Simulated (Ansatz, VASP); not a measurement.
**One calculation of NaH, two programs**

Contents of POSCAR:

```
NaH
1.0
    0.0000000000      2.3970316378      2.3550835841
    2.3970316378      0.0000000000      2.3550835841
    2.3970316378      2.3970316378      0.0000000000
Na H
1 1
Direct
    0.0000000000      0.0000000000      0.0000000000
    0.5000000000      0.5000000000      0.5000000000
```

INCAR.step1

```
  PREC = Accurate
  ENCUT = 520
  ISMEAR = -1
  SIGMA = 0.2
  LREAL = F
  LASPH = T
  NELM = 60
  NBANDS = 11
  GGA = PE
  ALGO = Normal
  EDIFF = 1E-4
  LWAVE = T
  LCHARG = F
```

INCAR.step2

```
  PREC = Accurate
  ENCUT = 520
  EDIFF = 1E-6
  ISMEAR = -1
  SIGMA = 0.2
  LREAL = F
  LASPH = T
  NELM = 60
  ALGO = Normal
  ISIF = 2
  LWAVE = F
  LCHARG = T
  METAGGA = R2SCAN
  LMIXTAU = T
  LELF = T
  LVHAR = T
  NBANDS = 11
  ISTART = 1
```

File KPOINTS:

```
Automatic mesh
0
Gamma
  8 8 8
```

Input for Ansatz:

```yaml
crystal:
  lattice:
    - [0.0, 2.3970316378, 2.3550835841]
    - [2.3970316378, 0.0, 2.3550835841]
    - [2.3970316378, 2.3970316378, 0.0]
  atoms:
    - { symbol: Na, position: [0.0, 0.0, 0.0] }
    - { symbol: H, position: [0.5, 0.5, 0.5] }
basis:
  ecutwfc: 520.0
kpoints:
  mp_grid: { grid: [8, 8, 8] }
hamiltonian:
  xc: r2scan
scf:
  occupations: { method: fermi_dirac, width: 0.2 }
output:
  forces: true
  stress: true
  eigenvalues: true
```

Change from the starting cell: engineering shear strain xy +0.0000, normal strain along z -0.0175.

Alike in both runs: task single point; functional r2SCAN; k mesh 8 × 8 × 8; occupations fermi-dirac, width 0.2 eV; no spin polarisation.

|  | VASP | Ansatz |
| --- | --- | --- |
| version | VASP 6.6.1 | Ansatz 0.2.0 |
| potentials or method | VASP PAW PBE potentials, release 64 (Na_pv, H), cutoff 520 eV | scalar-relativistic, plane waves, PAW |
| valence electrons in the cell | 8 | 10 |

```csv
,VASP,Ansatz,Ansatz less VASP
gap on the k mesh at the Fermi level (eV),4.44,4.43,-0.011
least direct gap on the mesh (eV),5.30,5.31,+0.010
pressure (GPa),0.2,0.5,+0.27
"traceless stress, the component that is largest in VASP (GPa)",0.59,0.48,-0.113
```

VASP's potentials were made for PBE, not for r2SCAN. The functional is the same, so the differences come from potentials, cutoffs and numerics. VASP's potentials hold 8 valence electrons a cell and Ansatz's 10, so a difference there can come from the potentials and not from the codes.
